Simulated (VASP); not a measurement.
Here is a VASP 6.6.1 calculation.

The input INCAR:

```
SYSTEM = CaSe
PREC = Accurate ; ENCUT = 520
EDIFF = 1E-6 ; ISMEAR = -1
SIGMA = 0.08 ; LREAL = .FALSE.
LASPH = .TRUE. ; NELM = 80
ALGO = Normal ; ISIF = 2
LWAVE = .FALSE. ; LCHARG = .FALSE.
GGA = PE ; NBANDS = 15
```

The input KPOINTS:

```
regular mesh
0
G
  12 12 12
  0 0 0
```

File POSCAR:

```
CaSe
1.0
    0.0000000000      2.1949205025      2.1949205025
    2.1949205025      0.0000000000      2.1949205025
    2.1949205025      2.1949205025      0.0000000000
Ca Se
1 1
Direct
    0.0000000000      0.0000000000      0.0000000000
    0.5000000000      0.5000000000      0.5000000000
```

Potentials or basis: VASP PAW PBE potentials, release 64 (Ca_sv, Se).

Run with:

```console
$ cat potpaw_PBE.64/Ca_sv/POTCAR potpaw_PBE.64/Se/POTCAR > POTCAR
$ mpirun -np 1 vasp_std > vasp.out
```

Task: Predict the band gap on the k mesh.

Result: Zero (bands 8 and 9 overlap by 1.83 eV).

Task: What does it give for the pressure?

Result: 260.0 GPa.

Caveat: the cell stands under pressure.
